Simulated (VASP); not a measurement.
A run of VASP 6.6.1 is set up as follows.

File INCAR:

```
SYSTEM = BeZn2Se3
  PREC = Accurate
  ENCUT = 520
  EDIFF = 1E-6
  ISMEAR = 0
  SIGMA = 0.1
  LREAL = .False.
  LASPH = .True.
  NELM = 80
  ALGO = Normal
  ISIF = 2
  LWAVE = .False.
  LCHARG = .False.
  GGA = PE
  NBANDS = 56
```

KPOINTS

```
Automatic mesh
0
Gamma
  4 2 4
  0 0 0
```

POSCAR

```
BeZn2Se3
1.0
    3.9184231208     -0.0009780311      0.0015251381
    0.0019123118     -7.8348923191     -0.0004900199
   -1.9629763775      1.9584661070     -8.3613037235
Be Zn Se
2 4 6
Direct
    0.5006989050      0.7500088105     -0.0000226665
    0.4996171413      0.2499921643      0.0000347876
    0.1595872949      0.5807940871      0.3228483959
    0.1621831297      0.0806912948      0.3227450441
    0.8386331504      0.9192655837      0.6771945862
    0.8391902294      0.4193166457      0.6772680663
    0.0722169436      0.7858865940      0.1434191139
    0.0713824989      0.2858953063      0.1434445044
    0.4281073298      0.9640966202      0.8564966640
    0.4289224262      0.4641669331      0.8565828971
    0.7487041309      0.6249215477      0.4999402586
    0.7507568199      0.1249644127      0.5000483481
```

Potentials or basis: VASP PAW PBE potentials, release 64 (Be, Zn, Se).

The run is started by

```console
$ cat potpaw_PBE.64/Be/POTCAR potpaw_PBE.64/Zn/POTCAR potpaw_PBE.64/Se/POTCAR > POTCAR
$ mpirun -np 1 vasp_std > vasp.out
```

Question: Predict the largest force.

Answer: 0.023 eV/Å.

Question: Predict the pressure.

Answer: 0.2 GPa.

Forces on the atoms (eV/Å):
```
Be  -0.006  0.000 -0.001
Be   0.002  0.000  0.001
Zn   0.008  0.002  0.022
Zn  -0.006  0.000  0.013
Zn  -0.007  0.003 -0.018
Zn  -0.003  0.002 -0.017
Se   0.001  0.001 -0.005
Se   0.002 -0.001 -0.006
Se   0.007 -0.002  0.003
Se  -0.003  0.001  0.006
Se   0.001 -0.003 -0.004
Se   0.004 -0.004  0.005
```
